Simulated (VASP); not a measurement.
# InPd (Pm-3m) in VASP: single point with r2SCAN

Aim: the single point of InPd with r2SCAN.

All numbers are computed with VASP 6.6.1; they aren't measurements. Logs are shortened: lines on timing, memory, paths and dates and some standing lists are left out, and cuts for length are marked.

## (1) The cell of the first run

Symmetry: Pm-3m, No. 221, cubic system. Conventional cell: a = 3.272 Å, b = 3.272 Å, c = 3.272 Å, α = 90.00°, β = 90.00°, γ = 90.00°. In (site symmetry m-3m) has 8 Pd at 2.83 Å and 6 In at 3.27 Å within 3.7 Å. Pd (site symmetry m-3m) has 8 In at 2.83 Å and 6 Pd at 3.27 Å within 3.7 Å.

## (2) Single point, r2SCAN

Input file POSCAR:

```
InPd
1.0
    3.2718850000      0.0000000000      0.0000000000
    0.0000000000      3.2718850000      0.0000000000
    0.0000000000      0.0000000000      3.2718850000
In Pd
1 1
Direct
    0.0000000000      0.0000000000      0.0000000000
    0.5000000000      0.5000000000      0.5000000000
```

Input file INCAR.step1:

```
SYSTEM = InPd
PREC = Accurate
ENCUT = 550
ISMEAR = -1
SIGMA = 0.1
LREAL = .False.
LASPH = .True.
NELM = 120
NBANDS = 18
GGA = PE
ALGO = Normal
EDIFF = 1E-5
LWAVE = .True.
LCHARG = .False.
GGA_COMPAT = .False.
```

Input file INCAR.step2:

```
SYSTEM = InPd
PREC = Accurate
ENCUT = 550
EDIFF = 1E-6
ISMEAR = -1
SIGMA = 0.1
LREAL = .False.
LASPH = .True.
NELM = 120
ALGO = Normal
ISIF = 2
LWAVE = .False.
LCHARG = .False.
METAGGA = R2SCAN
LMIXTAU = .True.
NBANDS = 18
ISTART = 1
GGA_COMPAT = .False.
```

Input file KPOINTS:

```
regular mesh
0
Gamma
  7 7 7
  0 0 0
```

Potentials or basis: VASP PAW PBE potentials, release 64 (In_d, Pd).

Run with:

```sh
$ cat potpaw_PBE.64/In_d/POTCAR potpaw_PBE.64/Pd/POTCAR > POTCAR
$ cp INCAR.step1 INCAR
$ mpirun -np 1 vasp_std > vasp.out
$ cp INCAR.step2 INCAR
$ mpirun -np 1 vasp_std > vasp.out
```

OUTCAR:

```text
SYSTEM = InPd
   PREC = Accurate
   ENCUT = 550
   EDIFF = 1E-6
   ISMEAR = -1
   LREAL = .False.
   LASPH = .True.
   NELM = 120
   ISIF = 2
   METAGGA = R2SCAN
   ISTART = 1

 ion  position               nearest neighbor table
   1  0.000  0.000  0.000-   2 2.83   2 2.83   2 2.83   2 2.83   2 2.83   2 2.83   2 2.83   2 2.83

   2  0.500  0.500  0.500-   1 2.83   1 2.83   1 2.83   1 2.83   1 2.83   1 2.83   1 2.83   1 2.83

  LATTYP: Found a simple cubic cell.
 ALAT       =     3.2718850000

  Lattice vectors:

 A1 = (   3.2718850000,   0.0000000000,   0.0000000000)
 A2 = (   0.0000000000,   3.2718850000,   0.0000000000)
 A3 = (   0.0000000000,   0.0000000000,   3.2718850000)

Analysis of symmetry for initial positions (statically):
=====================================================================
 Subroutine PRICEL returns:
 Original cell was already a primitive cell.

 Routine SETGRP: Setting up the symmetry group for a
 simple cubic supercell.

 Subroutine GETGRP returns: Found 48 space group operations
 (whereof 48 operations were pure point group operations)
 out of a pool of 48 trial point group operations.

The static configuration has the point symmetry O_h .

Analysis of symmetry for dynamics (positions and initial velocities):
=====================================================================
 Subroutine PRICEL returns:
 Original cell was already a primitive cell.

 Routine SETGRP: Setting up the symmetry group for a
 simple cubic supercell.

 Subroutine GETGRP returns: Found 48 space group operations
 (whereof 48 operations were pure point group operations)
 out of a pool of 48 trial point group operations.

The dynamic configuration has the point symmetry O_h .

 Subroutine INISYM returns: Found 48 space group operations
 (whereof 48 operations are pure point group operations),
 and found     1 'primitive' translations

----------------------------------------------------------------------------------------

                                     Primitive cell

  volume of cell :      35.0263

  direct lattice vectors                    reciprocal lattice vectors
     3.271885000  0.000000000  0.000000000     0.305634214  0.000000000  0.000000000
     0.000000000  3.271885000  0.000000000     0.000000000  0.305634214  0.000000000
     0.000000000  0.000000000  3.271885000     0.000000000  0.000000000  0.305634214

  length of vectors
     3.271885000  3.271885000  3.271885000     0.305634214  0.305634214  0.305634214

  position of ions in fractional coordinates (direct lattice)
     0.000000000  0.000000000  0.000000000
     0.500000000  0.500000000  0.500000000

  ion indices of the primitive-cell ions
   primitive index   ion index
                 1           1
                 2           2

----------------------------------------------------------------------------------------

 KPOINTS: regular mesh

Automatic generation of k-mesh.
 Grid dimensions read from file:
 generate k-points for:    7    7    7

 Generating k-lattice:

  Cartesian coordinates                     Fractional coordinates (reciprocal lattice)
     0.043662031  0.000000000  0.000000000     0.142857143  0.000000000  0.000000000
     0.000000000  0.043662031  0.000000000     0.000000000  0.142857143  0.000000000
     0.000000000  0.000000000  0.043662031     0.000000000  0.000000000  0.142857143

  Length of vectors
     0.043662031  0.043662031  0.043662031

  Shift w.r.t. Gamma in fractional coordinates (k-lattice)
     0.000000000  0.000000000  0.000000000

 Subroutine IBZKPT returns following result:
 ===========================================

 Found     20 irreducible k-points:

 Following reciprocal coordinates:
            Coordinates               Weight
  0.000000  0.000000  0.000000      1.000000
  0.142857  0.000000  0.000000      6.000000
  0.285714  0.000000  0.000000      6.000000
  0.428571  0.000000  0.000000      6.000000
  0.142857  0.142857  0.000000     12.000000
  0.285714  0.142857  0.000000     24.000000
[... 12 lines left out ...]
  0.428571  0.428571  0.285714     24.000000
  0.428571  0.428571  0.428571      8.000000
   k-points           NKPTS =     20   k-points in BZ     NKDIM =     20   number of bands    NBANDS=     18
   number of dos      NEDOS =    301   number of ions     NIONS =      2
   total plane-waves  NPLWV =  21952
   dimension x,y,z NGX =    28 NGY =   28 NGZ =   28
   dimension x,y,z NGXF=    56 NGYF=   56 NGZF=   56
   ions per type =               1   1
   NGX,Y,Z   is equivalent  to a cutoff of  14.23, 14.23, 14.23 a.u.
   NGXF,Y,Z  is equivalent  to a cutoff of  28.45, 28.45, 28.45 a.u.
 SYSTEM =  InPd
   PREC   = accura    normal or accurate (medium, high low for compatibility)
   ISTART =      1    job   : 0-new  1-cont  2-samecut
   ICHARG =      0    charge: 1-file 2-atom 10-const
   ISPIN  =      1    spin polarized calculation?
   LNONCOLLINEAR =      F non collinear calculations
   LSORBIT =      F    spin-orbit coupling
   LASPH  =      T    aspherical Exc in radial PAW
   ENCUT  =  550.0 eV  40.42 Ry    6.36 a.u.   6.26  6.26  6.26*2*pi/ulx,y,z
   NELM   =    120;   NELMIN=  2; NELMDL=  0     # of ELM steps
   EDIFF  = 0.1E-05   stopping-criterion for ELM
   LREAL  =      F    real-space projection
   EDIFFG = 0.1E-04   stopping-criterion for IOM
   NSW    =      0    number of steps for IOM
   IBRION =     -1    ionic relax: 0-MD 1-quasi-New 2-CG
   NFREE  =      0    steps in history (QN), initial steepest desc. (CG)
   ISIF   =      2    stress and relaxation
   ISYM   =      2    0-nonsym 1-usesym 2-fastsym
   POTIM  = 0.5000    time-step for ionic-motion
   TEBEG  =    0.0;   TEEND  =   0.0 temperature during run
   PSTRESS=    0.0 pullay stress
   NELECT =      23.0000    total number of electrons
   NUPDOWN=      -1.0000    fix difference up-down
   EMIN   =  10.00;   EMAX   =-10.00  energy-range for DOS
   EFERMI =   0.00;   METHOD = LEGACY
   ISMEAR =    -1;   SIGMA  =   0.10  broadening in eV -4-tet -1-fermi 0-gaus
   EFERMI_NEDOS =   21; number of points for ismear=-14 and -15
   IALGO  =     38    algorithm
   IMIX   =      4    mixing-type and parameters
     AMIX     =   0.40;   BMIX     =  1.00
     AMIX_MAG =   1.60;   BMIX_MAG =  1.00
  volume/ion in A,a.u.               =      17.51       118.18
  Fermi-wavevector in a.u.,A,eV,Ry     =   1.422938  2.688964 27.548444  2.024753
  Thomas-Fermi vector in A             =   2.543589
   LORBIT       =      0    0 simple, 1 ext, 2 COOP (PROOUT), +10 PAW based schemes
   METAGGA = R2SCAN    functional components
   LHFCALC =     F    Hartree Fock is set to
   AEXX    =    0.0000 exact exchange contribution
   IVDW    =     0    specifies the selected vdW correction
   LEPSILON=     F    determine dielectric tensor
   LRPA    =     F    only Hartree local field effects (RPA)
 non-spin polarized calculation
  energy-cutoff  :      550.00
  volume of cell :       35.03
 maximum number of plane-waves:      1038
 NGX is ok and might be reduce to    28
   NGX = 13   NGY = 13   NGZ = 13

 number of electron      23.0000010 magnetization

 Free energy of the ion-electron system (eV)
  ---------------------------------------------------
  ext. energy  EPLUGINS =         0.00000000
  ---------------------------------------------------
  free energy    TOTEN  =       -46.66632192 eV

  energy without entropy =      -46.64745278  energy(sigma->0) =      -46.65688735

 E-fermi :  10.6265     XC(G=0): -13.2469

 val. band max:       10.4128007052   @ k =   0.2857   0.0000   0.0000
 cond. band min:      10.7164392156   @ k =   0.4286   0.2857   0.2857
 fundamental gap:      0.3036385104
 Fermi energy:        10.6264649659

 k-point     1 :       0.0000    0.0000    0.0000
  band No.  band energies     occupation
      1      -5.1565      2.00000
      2      -5.1565      2.00000
      3      -4.7316      2.00000
      4      -4.7316      2.00000
      5      -4.7316      2.00000
      6      -0.0475      2.00000
[... 10 lines left out ...]
     17      21.2916      0.00000
     18      27.1939      0.00000

 k-point     2 :       0.1429    0.0000    0.0000
  band No.  band energies     occupation
      1      -5.1451      2.00000
      2      -5.0873      2.00000
      3      -4.7526      2.00000
      4      -4.7526      2.00000
      5      -4.7253      2.00000
      6       0.2914      2.00000
[... 10 lines left out ...]
     17      23.4797      0.00000
     18      26.4784      0.00000

 k-point     3 :       0.2857    0.0000    0.0000
  band No.  band energies     occupation
      1      -5.1192      2.00000
      2      -4.9327      2.00000
      3      -4.7996      2.00000
      4      -4.7996      2.00000
      5      -4.7113      2.00000
      6       1.2964      2.00000
[... 10 lines left out ...]
     17      25.4302      0.00000
     18      25.4668      0.00000

 k-point     4 :       0.4286    0.0000    0.0000
  band No.  band energies     occupation
      1      -5.0983      2.00000
      2      -4.8369      2.00000
      3      -4.8369      2.00000
      4      -4.8096      2.00000
      5      -4.7000      2.00000
      6       2.8882      2.00000
[... 291 lines left out ...]
      4      -4.7605      2.00000
      5      -4.6283      2.00000
      6       4.1341      2.00000
[... 10 lines left out ...]
     17      20.7851      0.00000
     18      23.5240      0.00000

 k-point    19 :       0.4286    0.4286    0.2857
  band No.  band energies     occupation
      1      -5.0343      2.00000
      2      -4.9564      2.00000
      3      -4.9553      2.00000
      4      -4.6946      2.00000
      5      -4.5447      2.00000
      6       4.5659      2.00000
[... 10 lines left out ...]
     17      18.7440      0.00000
     18      21.0893      0.00000

 k-point    20 :       0.4286    0.4286    0.4286
  band No.  band energies     occupation
      1      -5.0150      2.00000
      2      -5.0016      2.00000
      3      -5.0016      2.00000
      4      -4.5415      2.00000
      5      -4.5415      2.00000
      6       5.0427      2.00000
[... 10 lines left out ...]
     17      16.1387      0.00000
     18      18.4986      0.00000

------------------------ aborting loop because EDIFF is reached ----------------------------------------

  FORCE on cell =-STRESS in cart. coord.  units (eV):
  Direction    XX          YY          ZZ          XY          YZ          ZX
  --------------------------------------------------------------------------------------
  -------------------------------------------------------------------------------------
  Total        0.0006819      0.0006819      0.0006819     -0.0000000      0.0000000     -0.0000000
  in kB        0.0311927      0.0311927      0.0311927     -0.0000000      0.0000000     -0.0000000
  external PRESSURE =       0.0311927 kB  Pullay stress =       0.0000000 kB

 VOLUME and BASIS-vectors are now :
 -----------------------------------------------------------------------------
  energy-cutoff  :      550.00
  volume of cell :       35.03
      direct lattice vectors                 reciprocal lattice vectors
     3.271885000  0.000000000  0.000000000     0.305634214  0.000000000  0.000000000
     0.000000000  3.271885000  0.000000000     0.000000000  0.305634214  0.000000000
     0.000000000  0.000000000  3.271885000     0.000000000  0.000000000  0.305634214

 POSITION                                       TOTAL-FORCE (eV/Angst)
 -----------------------------------------------------------------------------------
      0.00000      0.00000      0.00000         0.000000      0.000000      0.000000
      1.63594      1.63594      1.63594         0.000000      0.000000      0.000000
 -----------------------------------------------------------------------------------
    total drift:                                0.000000      0.000000      0.000000

  FREE ENERGIE OF THE ION-ELECTRON SYSTEM (eV)
  ---------------------------------------------------
  free  energy   TOTEN  =       -46.6663219246 eV

  energy  without entropy=      -46.6474527809  energy(sigma->0) =      -46.65688735
```

Wall time 39 s (1 thread of AMD EPYC 9R45 (Zen 5), shared host); peak memory 0.14 GiB.

Results:

| Property | Result |
| --- | --- |
| Free energy | -46.6663 eV |
| Pressure | 0.0 GPa |
| Band gap on the k mesh | zero (an odd number of electrons rules out a gap without spin polarisation) |

Caveat: the PAW data sets were made with another functional, which shifts forces and pressure a little; spin-orbit coupling is left out, which moves the levels of the heavy elements.
